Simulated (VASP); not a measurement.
Wanted: the native input for a VASP 6.6.1 run.

```yaml
Task: relaxation of cell and atoms
Functional: PBEsol
Potentials_or_basis: VASP PAW PBE potentials, release 64 (P)
Cutoff: 600 eV
k_mesh: 8 × 8 × 6
Occupations: fermi-dirac, width 0.05 eV
Spin: no spin polarisation
Target_pressure: 30 GPa
Dipole_correction: no
Further_INCAR_settings: ALGO = Fast; EDIFF = 1e-07; IBRION = 2; EDIFFG = -0.02; NSW = 80; ISIF = 3
```

The structure of P lies in POSCAR:

```
P
1.0
    1.6477431241     -5.4650377251      0.0000000000
    1.6477431241      5.4650377251      0.0000000000
    0.0000000000      0.0000000000      4.5436355900
P
4
Direct
    0.9041431300      0.0958568700      0.5888151700
    0.0958568700      0.9041431300      0.4111848300
    0.5958568700      0.4041431300      0.0888151700
    0.4041431300      0.5958568700      0.9111848300
```

The input as run:

INCAR

```
SYSTEM = P
PREC     = Accurate       ! precision mode
ENCUT    = 600            ! plane-wave cutoff, eV
EDIFF    = 1E-7           ! SCF threshold, eV
ISMEAR   = -1             ! smearing method
SIGMA    = 0.05           ! smearing width, eV
LREAL    = .FALSE.        ! projectors in reciprocal space
LASPH    = .TRUE.         ! aspherical terms in the spheres
NELM     = 60             ! most SCF steps
ALGO     = Fast           ! electronic algorithm
ISIF     = 3              ! what is computed and relaxed
LWAVE    = .FALSE.        ! write WAVECAR
LCHARG   = .FALSE.        ! write CHGCAR
GGA      = PS             ! functional
IBRION   = 2              ! ionic algorithm
NSW      = 80             ! ionic steps
EDIFFG   = -0.02          ! ionic threshold
PSTRESS  = 300.0
```

KPOINTS

```
Automatic mesh
0
G
  8 8 6
  0 0 0
```

Potentials or basis: VASP PAW PBE potentials, release 64 (P).

Launch:

```bash
$ cat potpaw_PBE.64/P/POTCAR > POTCAR
$ mpirun -np 1 vasp_std > vasp.out
```

It gave:

* Relaxed volume: 11.90 Å³/atom
* Relaxed cell: a = 4.789 Å, b = 4.789 Å, c = 3.448 Å, α = 90.00°, β = 90.00°, γ = 142.98°
* Space group after relaxing (to 0.1 Å): Fmmm (No. 69)
* Energy change on relaxing (the run minimises the enthalpy): +350.8 meV/atom
* Ionic steps: 22
* Pressure after relaxing: 30.1 GPa
* Largest force after relaxing: 0.008 eV/Å
* Band gap on the k mesh: zero (bands 10 and 11 overlap by 2.85 eV)

Caveat: the cell is relaxed towards a set pressure, so the run minimises the enthalpy, not the energy; the volume moved by over 15 % at a fixed basis, so the end points are rough; the PAW data sets were made with another functional, which shifts forces and pressure a little.

Wall time 26 min on 1 thread of Oxide Virtual Turin-like Processor (shared host), peak memory 0.3 GiB.
